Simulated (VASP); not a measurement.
# NaF (Villiaumite) (Fm-3m) in VASP: further runs, part 2 of 2

VASP 6.6.1. Earlier steps stand in the parts before.

### Step 4. Single point, r2SCAN

This run uses another cell than the first one, of 12.13 Å³/atom, 1.042 times its volume.

File POSCAR:

```
NaF
1.0
    0.0000000000      2.2975492111      2.2975492111
    2.2975492111      0.0000000000      2.2975492111
    2.2975492111      2.2975492111      0.0000000000
Na F
1 1
Direct
    0.0000000000      0.0000000000      0.0000000000
    0.5000000000      0.5000000000      0.5000000000
```

File INCAR.step1:

```
PREC = Accurate
ENCUT = 520
ISMEAR = -1
SIGMA = 0.02
LREAL = False
LASPH = True
NELM = 60
NBANDS = 14
GGA = PE
ALGO = Normal
EDIFF = 1E-4
LWAVE = True
LCHARG = False
```

File INCAR.step2:

```
PREC = Accurate
ENCUT = 520
EDIFF = 1E-7
ISMEAR = -1
SIGMA = 0.02
LREAL = False
LASPH = True
NELM = 60
ALGO = Normal
ISIF = 2
LWAVE = False
LCHARG = False
METAGGA = R2SCAN
LMIXTAU = True
NBANDS = 14
ISTART = 1
```

File KPOINTS:

```
regular mesh
0
Gamma
  10 10 10
```

Potentials or basis: VASP PAW PBE potentials, release 64 (Na_pv, F).

Run with:

```console
> cat potpaw_PBE.64/Na_pv/POTCAR potpaw_PBE.64/F/POTCAR > POTCAR
> cp INCAR.step1 INCAR
> mpirun -np 1 vasp_std > vasp.out
> cp INCAR.step2 INCAR
> mpirun -np 1 vasp_std > vasp.out
```

OUTCAR:

```text
PREC = Accurate
   ENCUT = 520
   EDIFF = 1E-7
   ISMEAR = -1
   LREAL = False
   LASPH = True
   NELM = 60
   ISIF = 2
   METAGGA = R2SCAN
   ISTART = 1

 ion  position               nearest neighbor table
   1  0.000  0.000  0.000-   2 2.30   2 2.30   2 2.30   2 2.30   2 2.30   2 2.30
   2  0.500  0.500  0.500-   1 2.30   1 2.30   1 2.30   1 2.30   1 2.30   1 2.30

  LATTYP: Found a face centered cubic cell.
 ALAT       =     4.5950984222

  Lattice vectors:
[... 592 lines left out ...]

 [... further k-points ...]

------------------------ aborting loop because EDIFF is reached ----------------------------------------

  FORCE on cell =-STRESS in cart. coord.  units (eV):
  Direction    XX          YY          ZZ          XY          YZ          ZX
  --------------------------------------------------------------------------------------
  -------------------------------------------------------------------------------------
  Total       -0.1372711     -0.1372711     -0.1372711      0.0000000     -0.0000000      0.0000000
  in kB       -9.0670370     -9.0670370     -9.0670370      0.0000000     -0.0000000      0.0000000
  external PRESSURE =      -9.0670370 kB  Pullay stress =       0.0000000 kB

 VOLUME and BASIS-vectors are now :
 -----------------------------------------------------------------------------
  energy-cutoff  :      520.00
  volume of cell :       24.26
      direct lattice vectors                 reciprocal lattice vectors
     0.000000000  2.297549211  2.297549211    -0.217623195  0.217623195  0.217623195
     2.297549211  0.000000000  2.297549211     0.217623195 -0.217623195  0.217623195
     2.297549211  2.297549211  0.000000000     0.217623195  0.217623195 -0.217623195

 POSITION                                       TOTAL-FORCE (eV/Angst)
 -----------------------------------------------------------------------------------
      0.00000      0.00000      0.00000         0.000000      0.000000      0.000000
      2.29755      2.29755      2.29755        -0.000000     -0.000000     -0.000000
 -----------------------------------------------------------------------------------
    total drift:                                0.000000     -0.000000      0.000000

  FREE ENERGIE OF THE ION-ELECTRON SYSTEM (eV)
  ---------------------------------------------------
  free  energy   TOTEN  =       -12.6029430529 eV

  energy  without entropy=      -12.6029430529  energy(sigma->0) =      -12.60294305
```

OUTCAR.step1:

```text
PREC = Accurate
   ENCUT = 520
   ISMEAR = -1
   LREAL = False
   LASPH = True
[... 628 lines left out ...]
      0.00000      0.00000      0.00000         0.000000     -0.000000     -0.000000
      2.29755      2.29755      2.29755        -0.000000      0.000000      0.000000
 -----------------------------------------------------------------------------------
    total drift:                                0.000000     -0.000000      0.000000

  FREE ENERGIE OF THE ION-ELECTRON SYSTEM (eV)
  ---------------------------------------------------
  free  energy   TOTEN  =        -8.5498477336 eV

  energy  without entropy=       -8.5498477336  energy(sigma->0) =       -8.54984773
```

OSZICAR.step1:

```text
N       E                     dE             d eps       ncg     rms          rms(c)
DAV:   1     0.110539051944E+03    0.11054E+03   -0.78896E+03  1334   0.125E+03
DAV:   2    -0.396719821185E+01   -0.11451E+03   -0.10539E+03  1466   0.347E+02
DAV:   3    -0.940156695292E+01   -0.54344E+01   -0.54236E+01  1652   0.687E+01
DAV:   4    -0.944173819917E+01   -0.40171E-01   -0.40170E-01  1448   0.643E+00
DAV:   5    -0.944212810395E+01   -0.38990E-03   -0.38990E-03  1652   0.636E-01    0.543E+00
DAV:   6    -0.855728428866E+01    0.88484E+00   -0.30389E+00  1586   0.150E+01    0.180E+00
DAV:   7    -0.854790071152E+01    0.93836E-02   -0.28897E-02  1364   0.203E+00    0.105E+00
DAV:   8    -0.854931506155E+01   -0.14144E-02   -0.27624E-02  1388   0.323E+00    0.145E-01
DAV:   9    -0.854992290299E+01   -0.60784E-03   -0.38970E-03  1652   0.586E-01    0.113E-01
DAV:  10    -0.854984773358E+01    0.75169E-04   -0.68512E-04  1424   0.317E-01
   1 F= -.85498477E+01 E0= -.85498477E+01  d E =-.264609E-12
```

Wall time 29 s (1 thread of Intel Xeon Platinum 8124M at 3.00GHz (Skylake/Cascade Lake), shared host); peak memory 0.14 GiB.

What came out:

| Property | Result |
| --- | --- |
| Free energy | -12.6029 eV |
| Pressure | -0.9 GPa |
| Band gap on the k mesh | 7.32 eV, direct |

Caveat: the PAW data sets were made with another functional, which shifts forces and pressure a little. r2SCAN opens gaps a little over a GGA but as a rule still falls short of measured ones.

### Step 5. Single point, r2SCAN

This run uses another cell than the first one, of 12.13 Å³/atom, 1.042 times its volume.

File POSCAR:

```
NaF
1.0
    0.0000000000      2.2975492100      2.2975492100
    2.2975492100      0.0000000000      2.2975492100
    2.2975492100      2.2975492100      0.0000000000
Na F
1 1
Direct
    0.0000000000      0.0000000000      0.0000000000
    0.5000000000      0.5000000000      0.5000000000
```

File INCAR.step1:

```
SYSTEM = NaF
PREC = Accurate ; ENCUT = 520
ISMEAR = -1 ; SIGMA = 0.02
LREAL = .FALSE. ; LASPH = .TRUE.
NELM = 60 ; NBANDS = 14
GGA = PE ; ALGO = Normal
EDIFF = 1E-4 ; LWAVE = .TRUE.
LCHARG = .FALSE.
```

File INCAR.step2:

```
SYSTEM = NaF
PREC = Accurate ; ENCUT = 520
EDIFF = 1E-6 ; ISMEAR = -1
SIGMA = 0.02 ; LREAL = .FALSE.
LASPH = .TRUE. ; NELM = 60
ALGO = Normal ; ISIF = 2
LWAVE = .FALSE. ; LCHARG = .FALSE.
METAGGA = R2SCAN ; LMIXTAU = .TRUE.
NBANDS = 14 ; ISTART = 1
```

File KPOINTS:

```
regular mesh
0
G
  10 10 10
  0 0 0
```

Run with:

```console
> cat potpaw_PBE.64/Na_pv/POTCAR potpaw_PBE.64/F/POTCAR > POTCAR
> cp INCAR.step1 INCAR
> mpirun -np 1 vasp_std > vasp.out
> cp INCAR.step2 INCAR
> mpirun -np 1 vasp_std > vasp.out
```

Wall time 26 s (1 thread of Intel Xeon Platinum 8124M at 3.00GHz (Skylake/Cascade Lake), shared host); peak memory 0.14 GiB.

The run converged. Its results:

```yaml
Free_energy: -12.6029 eV
Pressure: -0.9 GPa
Band_gap_on_the_k_mesh: 7.32 eV, direct
```

Levels at points of the mesh, in eV from the valence-band top:
| k point | band 5 | band 6 | band 7 | band 8 | band 9 | band 10 |
| --- | --- | --- | --- | --- | --- | --- |
| (0.00, 0.00, 0.00) | 0.00 | 0.00 | 0.00 | 7.32 | 19.97 | 19.97 |
| (0.50, 0.00, 0.00) | -1.61 | -0.28 | -0.28 | 11.79 | 13.64 | 21.70 |
| (0.50, 0.50, 0.00) | -1.30 | -0.41 | -0.41 | 14.01 | 14.29 | 15.11 |

Caveat: the PAW data sets were made with another functional, which shifts forces and pressure a little. A k mesh can miss the band edges.

### Step 6. Single point, r2SCAN

This run uses another cell than the first one, of 12.13 Å³/atom, 1.042 times its volume.

POSCAR is that of step 5.

File INCAR.step1:

```
  PREC = Accurate
  ENCUT = 520
  ISMEAR = -1
  SIGMA = 0.02
  LREAL = F
  LASPH = T
  NELM = 100
  NBANDS = 14
  GGA = PE
  ALGO = Normal
  EDIFF = 1E-4
  LWAVE = T
  LCHARG = F
```

File INCAR.step2:

```
  PREC = Accurate
  ENCUT = 520
  EDIFF = 1E-6
  ISMEAR = -1
  SIGMA = 0.02
  LREAL = F
  LASPH = T
  NELM = 100
  ALGO = Normal
  ISIF = 2
  LWAVE = F
  LCHARG = T
  METAGGA = R2SCAN
  LMIXTAU = T
  LELF = T
  LVHAR = T
  NBANDS = 14
  ISTART = 1
```

File KPOINTS:

```
regular mesh
0
Gamma
  10 10 10
```

Potentials or basis: VASP PAW PBE potentials, release 64 (Na_pv, F).

Run with:

```console
> cat potpaw_PBE.64/Na_pv/POTCAR potpaw_PBE.64/F/POTCAR > POTCAR
> cp INCAR.step1 INCAR
> mpirun -np 1 vasp_std > vasp.out
> cp INCAR.step2 INCAR
> mpirun -np 1 vasp_std > vasp.out
```

OUTCAR:

```text
PREC = Accurate
   ENCUT = 520
   EDIFF = 1E-6
   ISMEAR = -1
   LREAL = F
   LASPH = T
   NELM = 100
   ISIF = 2
   METAGGA = R2SCAN
   ISTART = 1

 ion  position               nearest neighbor table
   1  0.000  0.000  0.000-   2 2.30   2 2.30   2 2.30   2 2.30   2 2.30   2 2.30
   2  0.500  0.500  0.500-   1 2.30   1 2.30   1 2.30   1 2.30   1 2.30   1 2.30

  LATTYP: Found a face centered cubic cell.
 ALAT       =     4.5950984200

  Lattice vectors:

 A1 = (   0.0000000000,   2.2975492100,   2.2975492100)
 A2 = (   2.2975492100,   0.0000000000,   2.2975492100)
 A3 = (   2.2975492100,   2.2975492100,   0.0000000000)

Analysis of symmetry for initial positions (statically):
=====================================================================
 Subroutine PRICEL returns:
 Original cell was already a primitive cell.

 Routine SETGRP: Setting up the symmetry group for a
 face centered cubic supercell.

 Subroutine GETGRP returns: Found 48 space group operations
 (whereof 48 operations were pure point group operations)
 out of a pool of 48 trial point group operations.

The static configuration has the point symmetry O_h .

Analysis of symmetry for dynamics (positions and initial velocities):
=====================================================================
 Subroutine PRICEL returns:
 Original cell was already a primitive cell.

 Routine SETGRP: Setting up the symmetry group for a
 face centered cubic supercell.

 Subroutine GETGRP returns: Found 48 space group operations
 (whereof 48 operations were pure point group operations)
 out of a pool of 48 trial point group operations.

The dynamic configuration has the point symmetry O_h .

 Subroutine INISYM returns: Found 48 space group operations
 (whereof 48 operations are pure point group operations),
 and found     1 'primitive' translations

----------------------------------------------------------------------------------------

                                     Primitive cell

  volume of cell :      24.2563

  direct lattice vectors                    reciprocal lattice vectors
     0.000000000  2.297549210  2.297549210    -0.217623195  0.217623195  0.217623195
[... 118 lines left out ...]
  energy-cutoff  :      520.00
  volume of cell :       24.26
 maximum number of plane-waves:       666
   NGX = 13   NGY = 13   NGZ = 13

 number of electron      13.9999992 magnetization

 Free energy of the ion-electron system (eV)
  ---------------------------------------------------
  ext. energy  EPLUGINS =         0.00000000
  ---------------------------------------------------
  free energy    TOTEN  =       -12.60294314 eV

  energy without entropy =      -12.60294314  energy(sigma->0) =      -12.60294314

 E-fermi :  -2.1722     XC(G=0):  -9.9071

 val. band max:       -2.6159781122   @ k =   0.0000   0.0000   0.0000
 cond. band min:       4.7032413693   @ k =   0.0000   0.0000   0.0000
 fundamental gap:      7.3192194816
 Fermi energy:        -2.1721553728

 k-point     1 :       0.0000    0.0000    0.0000
  band No.  band energies     occupation
      1     -22.9545      2.00000
      2     -22.0408      2.00000
      3     -22.0404      2.00000
      4     -22.0404      2.00000
      5      -2.6160      2.00000
      6      -2.6160      2.00000
      7      -2.6160      2.00000
      8       4.7032      0.00000
      9      17.3536      0.00000
     10      17.3537      0.00000
     11      17.3537      0.00000
     12      20.0638      0.00000
     13      22.7028      0.00000
     14      22.7028      0.00000
[... 377 lines left out ...]
      1     -22.9911      2.00000
      2     -22.0902      2.00000
      3     -22.0816      2.00000
      4     -21.8811      2.00000
      5      -3.8096      2.00000
      6      -3.0092      2.00000
      7      -2.9528      2.00000
      8       9.0924      0.00000
      9      12.0035      0.00000
     10      15.6374      0.00000
     11      18.5000      0.00000
     12      18.6057      0.00000
     13      24.5125      0.00000
     14      25.4479      0.00000

 [... further k-points ...]

------------------------ aborting loop because EDIFF is reached ----------------------------------------

  FORCE on cell =-STRESS in cart. coord.  units (eV):
  Direction    XX          YY          ZZ          XY          YZ          ZX
  --------------------------------------------------------------------------------------
  -------------------------------------------------------------------------------------
  Total       -0.1311648     -0.1311648     -0.1311648      0.0000000      0.0000000      0.0000000
  in kB       -8.6637007     -8.6637007     -8.6637007      0.0000000      0.0000000      0.0000000
  external PRESSURE =      -8.6637007 kB  Pullay stress =       0.0000000 kB

 VOLUME and BASIS-vectors are now :
 -----------------------------------------------------------------------------
  energy-cutoff  :      520.00
  volume of cell :       24.26
      direct lattice vectors                 reciprocal lattice vectors
     0.000000000  2.297549210  2.297549210    -0.217623195  0.217623195  0.217623195
     2.297549210  0.000000000  2.297549210     0.217623195 -0.217623195  0.217623195
     2.297549210  2.297549210  0.000000000     0.217623195  0.217623195 -0.217623195

 POSITION                                       TOTAL-FORCE (eV/Angst)
 -----------------------------------------------------------------------------------
      0.00000      0.00000      0.00000         0.000000     -0.000000     -0.000000
      2.29755      2.29755      2.29755        -0.000000      0.000000      0.000000
 -----------------------------------------------------------------------------------
    total drift:                                0.000000     -0.000000      0.000000

  FREE ENERGIE OF THE ION-ELECTRON SYSTEM (eV)
  ---------------------------------------------------
  free  energy   TOTEN  =       -12.6029431417 eV

  energy  without entropy=      -12.6029431417  energy(sigma->0) =      -12.60294314
```

OUTCAR.step1:

```text
PREC = Accurate
   ENCUT = 520
   ISMEAR = -1
   LREAL = F
   LASPH = T
   NELM = 100
[... 626 lines left out ...]
 -----------------------------------------------------------------------------------
      0.00000      0.00000      0.00000        -0.000000      0.000000     -0.000000
      2.29755      2.29755      2.29755         0.000000     -0.000000      0.000000
 -----------------------------------------------------------------------------------
    total drift:                                0.000000     -0.000000      0.000000

  FREE ENERGIE OF THE ION-ELECTRON SYSTEM (eV)
  ---------------------------------------------------
  free  energy   TOTEN  =        -8.5498477328 eV

  energy  without entropy=       -8.5498477328  energy(sigma->0) =       -8.54984773
```

Wall time 26 s (1 thread of Intel Xeon Platinum 8124M at 3.00GHz (Skylake/Cascade Lake), shared host); peak memory 0.14 GiB.

Results:

```
Free energy            : -12.6029 eV
Pressure               : -0.9 GPa
Band gap on the k mesh : 7.32 eV, direct
```

Caveat: the PAW data sets were made with another functional, which shifts forces and pressure a little. r2SCAN opens gaps a little over a GGA but as a rule still falls short of measured ones.

### Step 7. Overview

| cell | gap on the mesh (eV) | pressure (GPa) |
| --- | --- | --- |
| a = 3.205 Å, angles 60.0°, 2 atoms | 7.56 | 1.7 |
| a = 3.227 Å, angles 60.0°, 2 atoms | 7.44 | 0.3 |
| a = 3.249 Å, angles 60.0°, 2 atoms | 7.32 | -0.9 |

Alike in all rows: task single point; level r2SCAN; potentials or basis VASP PAW PBE potentials, release 64 (Na_pv, F); no spin polarisation; k mesh 10 × 10 × 10; cutoff (eV) 520; smearing fermi-dirac 0.02 eV.

Caveats: the PAW data sets were made with another functional, which shifts forces and pressure a little.

Absolute energies hang on the potentials; compare differences alone.
